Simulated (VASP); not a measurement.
**Re: electric field gradients with LDA**

Crystal: Re.

```
Re
1.0
    -0.05925    1.94538    1.94538
     1.94538   -0.05925    1.94538
     1.94538    1.94538   -0.05925
Re
1
Direct
  0.00000 0.00000 0.00000
```

This cell differs from its parent crystal: equal xy, yz and zx shear strains of -3 %.

```yaml
Program: VASP 6.6.1
Task: electric field gradients
Functional: LDA
Potentials_or_basis: VASP PAW LDA potentials, release 64 (Re)
Cutoff: 520 eV
k_mesh: 14 × 14 × 14
Occupations: fermi-dirac, width 0.03 eV
Spin: no spin polarisation
Dipole_correction: no
Further_INCAR_settings: ALGO = Normal; EDIFF = 1e-08; NBANDS = 10
```

The pressure is -22.3 GPa and the band gap on the k mesh is zero (an odd number of electrons rules out a gap without spin polarisation). The largest electric field gradient by atom is Re -80.9 V/Å².

Stress tensor (GPa, compression positive):
```
-22.32   4.78   4.78
  4.78 -22.32   4.78
  4.78   4.78 -22.32
```

Levels at points of the mesh, in eV from the Fermi level:
```csv
k point,band 1,band 2,band 3,band 4,band 5,band 6,band 7,band 8,band 9
"(0.00, 0.00, 0.00)",-9.76,-2.13,-2.13,-1.28,1.17,1.17,13.90,18.85,18.85
"(0.50, 0.00, 0.00)",-6.58,-2.38,-1.54,0.11,3.16,3.72,9.16,13.56,19.20
"(0.50, 0.50, 0.00)",-6.45,-5.63,2.72,3.38,4.19,4.34,11.43,12.26,12.50
"(0.50, 0.50, 0.50)",-6.48,-2.20,-2.20,0.75,3.73,3.73,9.98,13.04,19.08
```

Electric field gradients, principal values (V/Å²):
| atom | least | middle | greatest (by size) |
| --- | --- | --- | --- |
| 1 Re | 40.444 | 40.444 | -80.888 |

Wall time 25 s on 1 thread of Intel(R) Xeon(R) Platinum 8488C (Sapphire Rapids), on a shared host, peak memory 0.15 GiB.

Caveat: the cell differs from its parent crystal (equal xy, yz and zx shear strains of -3 %); the cell stands under tension; without QUAD_EFG the Cq values of the log hold for a quadrupole moment of 1 mb, not for the nuclei; spin-orbit coupling is left out, which moves the levels of the heavy elements.
